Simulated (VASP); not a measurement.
Crystal: MgS.

```
CELL_PARAMETERS angstrom
0.00000 2.79483 2.79483
2.79483 0.00000 2.79483
2.79483 2.79483 0.00000
ATOMIC_POSITIONS crystal
S 0.25000 0.25000 0.25000
Mg 0.00000 0.00000 0.00000
```

Base run:

* Program: VASP 6.6.1
* Functional: PBE0
* Potentials or basis: VASP PAW PBE potentials, release 64 (S, Mg)
* Cutoff: 520 eV
* k mesh: 6 × 6 × 6
* Occupations: fermi-dirac, width 0.05 eV
* Spin: no spin polarisation

Its results: band gap on the k mesh 5.42 eV, direct; pressure 2.2 GPa.

Q: After a change of settings the same cell gave: band gap on the k mesh 4.72 eV, direct; pressure 2.3 GPa. Which change was it?
A. functional from PBE0 to PBEsol; k mesh from 6 × 6 × 6 to 8 × 8 × 8
B. k mesh from 6 × 6 × 6 to 4 × 4 × 4
C. functional from PBE0 to r2SCAN; k mesh from 6 × 6 × 6 to 8 × 8 × 8
D. functional from PBE0 to HSE06

A: D.

Caveats: the PAW data sets were made with another functional, which shifts forces and pressure a little.
